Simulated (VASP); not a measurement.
# TaN (P-6m2) in VASP: notebook

TaN is run at these levels: LDA; tasks: single point.

Everything below comes from runs of VASP 6.6.1. Logs are shortened: lines on timing, memory, paths and dates and some standing lists are left out, and cuts for length are marked.

**1. The cell of the first run**

The structure is hexagonal, space group P-6m2 (No. 187). The conventional cell has a = 2.938 Å, b = 2.938 Å, c = 2.883 Å, α = 90.00°, β = 90.00°, γ = 120.00°. Within 3.0 Å of Ta (site symmetry -6m2) lie 6 N at 2.23 Å and 8 Ta at 2.88 to 2.94 Å. N (site symmetry -6m2) has 6 Ta at 2.23 Å and 8 N at 2.88 to 2.94 Å within 3.0 Å.

**2. Single point, LDA**

File INCAR:

```
SYSTEM = TaN
ALGO = Normal
EDIFF = 1E-6
ENCUT = 600
GGA_COMPAT = .False.
ISIF = 2
ISMEAR = 0
LASPH = .True.
LCHARG = .True.
LELF = .True.
LREAL = .False.
LVHAR = .True.
LWAVE = .False.
NBANDS = 15
NELM = 120
PREC = Accurate
SIGMA = 0.1
```

File KPOINTS:

```
k-points
0
Gamma
  6 6 6
  0 0 0
```

File POSCAR:

```
TaN
1.0
    2.9379988584      0.0000000000      0.0000000000
   -1.4689994292      2.5443816477      0.0000000000
    0.0000000000      0.0000000000      2.8830000000
Ta N
1 1
Direct
    0.3333333333      0.6666666667      0.5000000000
    0.0000000000      0.0000000000      0.0000000000
```

Potentials or basis: VASP PAW LDA potentials, release 64 (Ta_pv, N).

Command:

```sh
cat potpaw_LDA.64/Ta_pv/POTCAR potpaw_LDA.64/N/POTCAR > POTCAR
mpirun -np 1 vasp_std > vasp.out
```

OUTCAR:

```text
SYSTEM = TaN
   EDIFF = 1E-6
   ENCUT = 600
   ISIF = 2
   ISMEAR = 0
   LASPH = .True.
   LREAL = .False.
   NELM = 120
   PREC = Accurate

 ion  position               nearest neighbor table
   1  0.333  0.667  0.500-   2 2.23   2 2.23   2 2.23   2 2.23   2 2.23   2 2.23
   2  0.000  0.000  0.000-   1 2.23   1 2.23   1 2.23   1 2.23   1 2.23   1 2.23

  LATTYP: Found a hexagonal cell.
 ALAT       =     2.9379988584
 C/A-ratio  =     0.9812801635

  Lattice vectors:

 A1 = (   2.9379988584,   0.0000000000,   0.0000000000)
 A2 = (  -1.4689994292,   2.5443816477,   0.0000000000)
 A3 = (   0.0000000000,   0.0000000000,   2.8830000000)

Analysis of symmetry for initial positions (statically):
=====================================================================
 Subroutine PRICEL returns:
 Original cell was already a primitive cell.

 Routine SETGRP: Setting up the symmetry group for a
 hexagonal supercell.

 Subroutine GETGRP returns: Found 12 space group operations
 (whereof 12 operations were pure point group operations)
 out of a pool of 24 trial point group operations.

The static configuration has the point symmetry D_3h.

Analysis of symmetry for dynamics (positions and initial velocities):
=====================================================================
 Subroutine PRICEL returns:
 Original cell was already a primitive cell.

 Routine SETGRP: Setting up the symmetry group for a
 hexagonal supercell.

 Subroutine GETGRP returns: Found 12 space group operations
 (whereof 12 operations were pure point group operations)
 out of a pool of 24 trial point group operations.

The dynamic configuration has the point symmetry D_3h.

 Subroutine INISYM returns: Found 12 space group operations
 (whereof 12 operations are pure point group operations),
 and found     1 'primitive' translations

----------------------------------------------------------------------------------------

                                     Primitive cell

  volume of cell :      21.5516

  direct lattice vectors                    reciprocal lattice vectors
     2.937998858  0.000000000  0.000000000     0.340367729  0.196511400  0.000000000
    -1.468999429  2.544381648  0.000000000     0.000000000  0.393022800  0.000000000
     0.000000000  0.000000000  2.883000000     0.000000000  0.000000000  0.346860909

  length of vectors
     2.937998858  2.937998858  2.883000000     0.393022800  0.393022800  0.346860909

  position of ions in fractional coordinates (direct lattice)
     0.333333333  0.666666667  0.500000000
[... 89 lines left out ...]
   NELECT =      16.0000    total number of electrons
   NUPDOWN=      -1.0000    fix difference up-down
   EMIN   =  10.00;   EMAX   =-10.00  energy-range for DOS
   EFERMI =   0.00;   METHOD = LEGACY
   ISMEAR =     0;   SIGMA  =   0.10  broadening in eV -4-tet -1-fermi 0-gaus
   EFERMI_NEDOS =   21; number of points for ismear=-14 and -15
   IALGO  =     38    algorithm
   IMIX   =      4    mixing-type and parameters
     AMIX     =   0.40;   BMIX     =  1.00
     AMIX_MAG =   1.60;   BMIX_MAG =  1.00
  volume/ion in A,a.u.               =      10.78        72.72
  Fermi-wavevector in a.u.,A,eV,Ry     =   1.482366  2.801265 29.897546  2.197408
  Thomas-Fermi vector in A             =   2.596161
   LORBIT       =      0    0 simple, 1 ext, 2 COOP (PROOUT), +10 PAW based schemes
   GGA     = CA    functional components
   LHFCALC =     F    Hartree Fock is set to
   AEXX    =    0.0000 exact exchange contribution
   IVDW    =     0    specifies the selected vdW correction
   LEPSILON=     F    determine dielectric tensor
   LRPA    =     F    only Hartree local field effects (RPA)
 non-spin polarized calculation
 Gauss-broadening in eV      SIGMA  =   0.10
  energy-cutoff  :      600.00
  volume of cell :       21.55
 maximum number of plane-waves:       732
 NGX is ok and might be reduce to    24
   NGX = 11   NGY = 11   NGZ = 11

 number of electron      16.0000001 magnetization

 Free energy of the ion-electron system (eV)
  ---------------------------------------------------
  ext. energy  EPLUGINS =         0.00000000
  ---------------------------------------------------
  free energy    TOTEN  =       -24.70259636 eV

  energy without entropy =      -24.70109618  energy(sigma->0) =      -24.70184627

 E-fermi :   8.2858     XC(G=0): -13.5826

 val. band max:        8.2557877826   @ k =   0.3333   0.3333   0.0000
 cond. band min:       8.3004312527   @ k =   0.0000   0.0000   0.3333
 fundamental gap:      0.0446434702
 Fermi energy:         8.2857734599

 k-point     1 :       0.0000    0.0000    0.0000
  band No.  band energies     occupation
      1     -26.5299      2.00000
      2     -26.2533      2.00000
      3     -26.2533      2.00000
      4      -9.4303      2.00000
      5       3.5640      2.00000
      6       3.5640      2.00000
      7       3.9078      2.00000
      8       5.2332      2.00000
      9      10.4721      0.00000
     10      11.6895      0.00000
     11      11.6895      0.00000
     12      12.0366      0.00000
     13      12.0366      0.00000
     14      20.4931      0.00000
[... 401 lines left out ...]
      2     -26.9039      2.00000
      3     -26.3362      2.00000
      4      -7.2378      2.00000
      5       0.6482      2.00000
      6       2.5364      2.00000
      7       2.8076      2.00000
      8       6.7827      2.00000
      9      11.4730      0.00000
     10      11.7079      0.00000
     11      13.2834      0.00000
     12      14.2883      0.00000
     13      18.8464      0.00000
     14      20.5170      0.00000
     15      20.5202      0.00000

 [... further k-points ...]

------------------------ aborting loop because EDIFF is reached ----------------------------------------

  FORCE on cell =-STRESS in cart. coord.  units (eV):
  Direction    XX          YY          ZZ          XY          YZ          ZX
  --------------------------------------------------------------------------------------
  -------------------------------------------------------------------------------------
  Total       -1.2595667     -1.2595667     -1.4507314      0.0000000      0.0000000      0.0000000
  in kB      -93.6382390    -93.6382390   -107.8497337      0.0000000      0.0000000      0.0000000
  external PRESSURE =     -98.3754039 kB  Pullay stress =       0.0000000 kB

 VOLUME and BASIS-vectors are now :
 -----------------------------------------------------------------------------
  energy-cutoff  :      600.00
  volume of cell :       21.55
      direct lattice vectors                 reciprocal lattice vectors
     2.937998858  0.000000000  0.000000000     0.340367729  0.196511400  0.000000000
    -1.468999429  2.544381648  0.000000000     0.000000000  0.393022800  0.000000000
     0.000000000  0.000000000  2.883000000     0.000000000  0.000000000  0.346860909

 POSITION                                       TOTAL-FORCE (eV/Angst)
 -----------------------------------------------------------------------------------
     -0.00000      1.69625      1.44150         0.000000      0.000000      0.000000
      0.00000      0.00000      0.00000        -0.000000     -0.000000      0.000000
 -----------------------------------------------------------------------------------
    total drift:                                0.000000     -0.000000     -0.000000

  FREE ENERGIE OF THE ION-ELECTRON SYSTEM (eV)
  ---------------------------------------------------
  free  energy   TOTEN  =       -24.7025963625 eV

  energy  without entropy=      -24.7010961808  energy(sigma->0) =      -24.70184627
```

OSZICAR:

```text
N       E                     dE             d eps       ncg     rms          rms(c)
DAV:   1     0.937669649628E+02    0.93767E+02   -0.93344E+03   840   0.124E+03
DAV:   2    -0.243378543114E+02   -0.11810E+03   -0.11119E+03  1029   0.320E+02
DAV:   3    -0.272466584336E+02   -0.29088E+01   -0.28888E+01   994   0.451E+01
DAV:   4    -0.272579939539E+02   -0.11336E-01   -0.11330E-01  1057   0.311E+00
DAV:   5    -0.272580605205E+02   -0.66567E-04   -0.66560E-04  1008   0.229E-01    0.234E+01
DAV:   6    -0.248489558272E+02    0.24091E+01   -0.42918E+00   980   0.234E+01    0.985E+00
DAV:   7    -0.247448178918E+02    0.10414E+00   -0.52781E-01   903   0.563E+00    0.678E+00
DAV:   8    -0.247089005619E+02    0.35917E-01   -0.15482E-01   987   0.333E+00    0.135E+00
DAV:   9    -0.247028240137E+02    0.60765E-02   -0.13151E-02   924   0.926E-01    0.179E-01
DAV:  10    -0.247026654346E+02    0.15858E-03   -0.75763E-04   973   0.318E-01    0.116E-01
DAV:  11    -0.247025955613E+02    0.69873E-04   -0.10883E-04   917   0.952E-02    0.126E-02
DAV:  12    -0.247025963625E+02   -0.80123E-06   -0.80161E-06   917   0.236E-02
   1 F= -.24702596E+02 E0= -.24701846E+02  d E =-.150018E-02
```

It took 6 s on 1 thread of AMD EPYC 9R45 (Zen 5), shared host; peak memory 0.1 GiB.

Results:

* Free energy: -24.7026 eV
* Pressure: -9.8 GPa
* Band gap on the k mesh: zero (bands 8 and 9 overlap by 0.30 eV)

Stress tensor (GPa, compression positive):
```
 -9.36   0.00   0.00
  0.00  -9.36   0.00
  0.00   0.00 -10.78
```

Levels at points of the mesh, in eV from the Fermi level:
```csv
k point,band 6,band 7,band 8,band 9,band 10,band 11
"(0.00, 0.00, 0.00)",-4.72,-4.38,-3.05,2.19,3.40,3.40
"(0.50, 0.00, 0.00)",-5.36,-3.65,-3.31,2.76,3.85,5.00
"(0.00, 0.00, 0.50)",-3.91,-3.91,-0.29,-0.29,2.25,3.09
"(0.50, 0.00, 0.50)",-6.31,-5.86,-0.46,4.01,5.15,5.87
```

Caveat: the k points lie up to 0.41 Å⁻¹ apart; spin-orbit coupling is left out, which moves the levels of the heavy elements.

**3. Single point, LDA, collinear spin**

File INCAR:

```
SYSTEM = TaN
PREC = Accurate
ENCUT = 600
EDIFF = 1E-6
ISMEAR = 0
SIGMA = 0.1
LREAL = .False.
LASPH = .True.
NELM = 200
ALGO = Normal
ISIF = 2
LWAVE = .False.
LCHARG = .False.
ISPIN = 2
MAGMOM = 1 0
LORBIT = 11
LMAXMIX = 4
NBANDS = 19
GGA_COMPAT = .False.
```

File KPOINTS:

```
Automatic mesh
0
Gamma
  6 6 6
  0 0 0
```

POSCAR is that of step 2.

Potentials or basis: VASP PAW LDA potentials, release 64 (Ta_pv, N).

Command:

```sh
cat potpaw_LDA.64/Ta_pv/POTCAR potpaw_LDA.64/N/POTCAR > POTCAR
mpirun -np 1 vasp_std > vasp.out
```

It took 14 s on 1 thread of AMD EPYC 9R45 (Zen 5), shared host; peak memory 0.12 GiB.

Results (log left out):

```yaml
Free_energy: -24.7026 eV
Pressure: -9.9 GPa
Band_gap_on_the_k_mesh: zero (filled and empty bands overlap)
Net_moment: 0.00 μB per cell
Valence_electrons_inside_the_program's_atomic_spheres: Ta 9.02; N 3.69
```

Stress tensor (GPa, compression positive):
```
 -9.39   0.00   0.00
  0.00  -9.39   0.00
  0.00   0.00 -10.80
```

Levels at points of the mesh, in eV from the Fermi level:
Spin up:
```csv
k point,band 4,band 5,band 6,band 7,band 8,band 9,band 10,band 11,band 12,band 13
"(0.00, 0.00, 0.00)",-17.72,-4.72,-4.72,-4.38,-3.05,2.19,3.40,3.40,3.75,3.75
"(0.50, 0.00, 0.00)",-15.37,-8.42,-5.36,-3.65,-3.31,2.76,3.85,5.00,5.10,7.38
"(0.00, 0.00, 0.50)",-14.99,-9.48,-3.91,-3.91,-0.29,-0.29,2.25,3.09,3.09,8.12
"(0.50, 0.00, 0.50)",-15.70,-7.47,-6.31,-5.86,-0.46,4.01,5.15,5.87,6.86,10.00
```
Spin down:
```
           k point  band 5  band 6  band 7  band 8  band 9  band 10  band 11  band 12
(0.00, 0.00, 0.00)   -4.72   -4.72   -4.38   -3.05    2.19     3.40     3.40     3.75
(0.50, 0.00, 0.00)   -8.42   -5.36   -3.65   -3.31    2.76     3.85     5.00     5.10
(0.00, 0.00, 0.50)   -9.48   -3.91   -3.91   -0.29   -0.29     2.25     3.09     3.09
(0.50, 0.00, 0.50)   -7.47   -6.31   -5.86   -0.46    4.01     5.15     5.87     6.86
```

Caveat: the k points lie up to 0.41 Å⁻¹ apart; spin-orbit coupling is left out, which moves the levels of the heavy elements.
